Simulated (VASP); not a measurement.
# KI: single point with r2SCAN

The system is KI.

```
K I
1.0
     0.00000    3.57284    3.42992
     3.57284    0.00000    3.42992
     3.57284    3.57284    0.00000
K I
1 1
Direct
  0.00000 0.00000 0.00000
  0.50000 0.50000 0.50000
```

This cell differs from its parent crystal: ratio of the length along z to the lengths across it x 0.96, volume and fractional coordinates fixed.

| Property | Result |
| --- | --- |
| Program | VASP 6.6.1 |
| Task | single point |
| Functional | r2SCAN |
| Potentials or basis | VASP PAW PBE potentials, release 64 (K_sv, I) |
| Cutoff | 550 eV |
| k mesh | 6 × 6 × 6 |
| Occupations | gaussian, width 0.05 eV |
| Spin | no spin polarisation |
| Dipole correction | no |
| Further INCAR settings | ALGO = Normal; EDIFF = 1e-06; NBANDS = 15 |

```
Pressure               : 0.3 GPa
Band gap on the k mesh : 4.61 eV, direct
```

Stress tensor (GPa, compression positive):
```
-0.13  0.00  0.00
 0.00 -0.13  0.00
 0.00  0.00  1.20
```

Levels at points of the mesh, in eV from the valence-band top:
```tsv
k point	band 4	band 5	band 6	band 7	band 8	band 9	band 10	band 11	band 12	band 13
(0.00, 0.00, 0.00)	-12.37	-10.84	-0.01	-0.01	0.00	4.61	6.96	6.96	7.20	7.80
(0.50, 0.00, 0.00)	-12.37	-10.53	-1.35	-0.36	-0.35	6.02	8.34	8.62	8.95	9.42
(0.50, 0.50, 0.00)	-12.39	-10.67	-1.00	-0.43	-0.43	5.32	6.51	8.90	9.57	9.59
(0.50, 0.00, 0.50)	-12.39	-10.68	-1.06	-0.38	-0.34	5.37	6.51	8.80	9.41	9.57
```

Wall time 6.1 min on 1 thread of Intel Xeon 8259CL (shared host), peak memory 0.27 GiB.

Caveat: the PAW data sets were made with another functional, which shifts forces and pressure a little; spin-orbit coupling is left out, which moves the levels of the heavy elements.
